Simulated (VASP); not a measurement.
**TiB2: single point with revPBE+D3(BJ)**

TiB2:

```
Ti B
1.0
     2.98824    0.00000    0.00000
    -1.49412    2.58789    0.00000
     0.00000    0.00000    3.16005
Ti B
1 2
Direct
  0.00000 0.00000 0.00000
  0.33333 0.66667 0.50000
  0.66667 0.33333 0.50000
```

```json
{"Program": "VASP 6.6.1", "Task": "single point", "Functional": "revPBE", "Dispersion": "D3(BJ)", "Potentials or basis": "VASP PAW PBE potentials, release 64 (Ti_sv, B)", "Cutoff": "520 eV", "k mesh": "13 × 13 × 10", "Occupations": "methfessel-paxton, width 0.05 eV", "Spin": "no spin polarisation"}
```

```
Pressure                   : 0.2 GPa
Band gap on the k mesh     : zero (band 9 reaches 10.95 eV, above the bottom of band 10 at 10.39 eV)
Dispersion energy per atom : -0.854 eV
```

Levels at points of the mesh, in eV from the Fermi level:
```
           k point  band 7  band 8  band 9  band 10  band 11  band 12
(0.00, 0.00, 0.00)   -2.79   -2.29   -2.25     2.01     2.01     3.92
(0.00, 0.00, 0.50)   -0.61   -0.61   -0.27    -0.27     0.43     0.43
```

It took 14 s on 1 thread of Intel(R) Xeon(R) 6975P-C (Granite Rapids), with other jobs on the host, peak memory 0.18 GiB.

Caveat: the PAW data sets were made with another functional, which shifts forces and pressure a little; pairwise dispersion overbinds metals, which lowers pressure and volume.
